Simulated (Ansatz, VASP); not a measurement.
**Two plane-wave programs on Au**

The input POSCAR:

```
Au
1.0
    0.0000000000      2.0621937862      2.0621937862
    2.0621937862      0.0000000000      2.0621937862
    2.0621937862      2.0621937862      0.0000000000
Au
1
Direct
    0.0000000000      0.0000000000      0.0000000000
```

INCAR.step1

```
PREC = Accurate
ENCUT = 520
ISMEAR = 0
SIGMA = 0.05
LREAL = F
LASPH = T
NELM = 60
NBANDS = 12
GGA = PE
ALGO = Normal
EDIFF = 1E-4
LWAVE = T
LCHARG = F
```

File INCAR.step2:

```
PREC = Accurate
ENCUT = 520
EDIFF = 1E-7
ISMEAR = 0
SIGMA = 0.05
LREAL = F
LASPH = T
NELM = 60
ALGO = Normal
ISIF = 2
LWAVE = F
LCHARG = F
METAGGA = R2SCAN
LMIXTAU = T
NBANDS = 12
ISTART = 1
```

KPOINTS

```
Automatic mesh
0
Gamma
  18 18 18
```

Input for Ansatz:

```yaml
crystal:
  lattice:
    - [0.0, 2.0621937862, 2.0621937862]
    - [2.0621937862, 0.0, 2.0621937862]
    - [2.0621937862, 2.0621937862, 0.0]
  atoms:
    - { symbol: Au, position: [0.0, 0.0, 0.0] }
basis:
  ecutwfc: 500
  ecutrho_ratio: 4
kpoints:
  mp_grid: { grid: [18, 18, 18] }
hamiltonian:
  xc: r2scan
scf:
  occupations: { method: gaussian, width: 0.05 }
output:
  forces: true
  stress: true
  eigenvalues: true
```

Alike in both runs: task single point; functional r2SCAN; k mesh 18 × 18 × 18; occupations gaussian, width 0.05 eV; no spin polarisation.

|  | VASP | Ansatz |
| --- | --- | --- |
| version | VASP 6.6.1 | Ansatz 0.2.0 |
| potentials or method | VASP PAW PBE potentials, release 64 (Au), cutoff 520 eV | scalar-relativistic, plane waves, PAW |
| valence electrons in the cell | 11 | 19 |

VASP gave:

| Quantity | Value |
| --- | --- |
| gap on the k mesh at the Fermi level (eV) | none |
| pressure (GPa) | 0.3 |

Question: Estimate Ansatz's values.

Answer: gap on the k mesh at the Fermi level (eV): none; pressure (GPa): 0.0.

VASP's potentials were made for PBE, not for r2SCAN. A gap of «none» marks a metal or a gap that the smearing closes. The functional is the same, so the differences come from potentials, cutoffs and numerics. VASP's potentials hold 11 valence electrons a cell and Ansatz's 19, so a difference there can come from the potentials and not from the codes.

Neither program's run includes spin-orbit coupling.
